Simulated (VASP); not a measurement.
Input of a VASP 6.6.1 run:

INCAR

```
SYSTEM = TiO2
PREC = Accurate
ENCUT = 520
EDIFF = 1E-7
ISMEAR = 0
SIGMA = 0.05
LREAL = .FALSE.
LASPH = .TRUE.
NELM = 150
ALGO = Normal
ISIF = 2
LWAVE = .FALSE.
LCHARG = .TRUE.
LMAXMIX = 4
LDAU = .TRUE.
LDAUTYPE = 2
LDAUL = 2 -1
LDAUU = 4 0
LDAUJ = 0 0
LDAUPRINT = 1
GGA = PE
IVDW = 12
LELF = .TRUE.
LVHAR = .TRUE.
NBANDS = 19
```

KPOINTS

```
Automatic mesh
0
G
  9 9 9
  0 0 0
```

Contents of POSCAR:

```
TiO2
1.0
    1.5742500000      0.9088936613      3.8378333333
   -1.5742500000      0.9088936613      3.8378333333
    0.0000000000     -1.8177873226      3.8378333333
Ti O
1 2
Direct
    0.0000000000      0.0000000000      0.0000000000
    0.6017580785      0.6017580785      0.6017580785
    0.3982419215      0.3982419215      0.3982419215
```

Potentials or basis: VASP PAW PBE potentials, release 64 (Ti_sv, O).

Launch:

```bash
$ cat potpaw_PBE.64/Ti_sv/POTCAR potpaw_PBE.64/O/POTCAR > POTCAR
$ mpirun -np 1 vasp_std > vasp.out
```

Problem. Estimate the band gap on the k mesh.

Solution. 2.10 eV (least direct gap 2.37 eV).

Problem. Predict the dispersion energy per atom.

Solution. -0.232 eV.

Eigenvalues of the final occupation matrices:
```tsv
site	spin	trace	eigenvalues
site 1 d	1	0.82	0.09 0.09 0.10 0.27 0.27
site 1 d	2	0.82	0.09 0.09 0.10 0.27 0.27
```

Caveat: forces of over 1 eV/Å act on the atoms, so gaps and moduli don't describe the material at rest. A k mesh can miss the band edges.
